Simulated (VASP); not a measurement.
Ga12O19 (a cell with a defect), 31 atoms in the cell. The cell holds a defect, 31 atoms: a = 9.250 Å, b = 5.877 Å, c = 6.416 Å, α = 103.29°, β = 103.90°, γ = 90.00°. 

| Property | Result |
| --- | --- |
| Program | VASP 6.6.1 |
| Task | single point |
| Functional | PBE |
| Potentials or basis | VASP PAW PBE potentials, release 64 (Ga_d, O) |
| Cutoff | 520 eV |
| k mesh | 1 × 1 × 1, shifted |
| Occupations | fermi-dirac, width 0.01 eV |
| Spin | no spin polarisation |
| Dipole correction | no |
| Charge | -2 |
| Further INCAR settings | LREAL = Auto; ALGO = Normal; EDIFF = 1e-06; NBANDS = 156; NELECT = 272.0 |

Potentials or basis: VASP PAW PBE potentials, release 64 (Ga_d, O).

Command:

```sh
$ cat potpaw_PBE.64/Ga_d/POTCAR potpaw_PBE.64/O/POTCAR > POTCAR
$ mpirun -np 1 vasp_std > vasp.out
```

Hardware: 1 thread of Intel(R) Xeon(R) 6975P-C (Granite Rapids) (shared host).

Q: Estimate the wall time of this run.

A: Wall time 78 s on 1 thread of Intel(R) Xeon(R) 6975P-C (Granite Rapids), on a shared host, peak memory 0.38 GiB. Counts: scf iterations 18, k points 1.
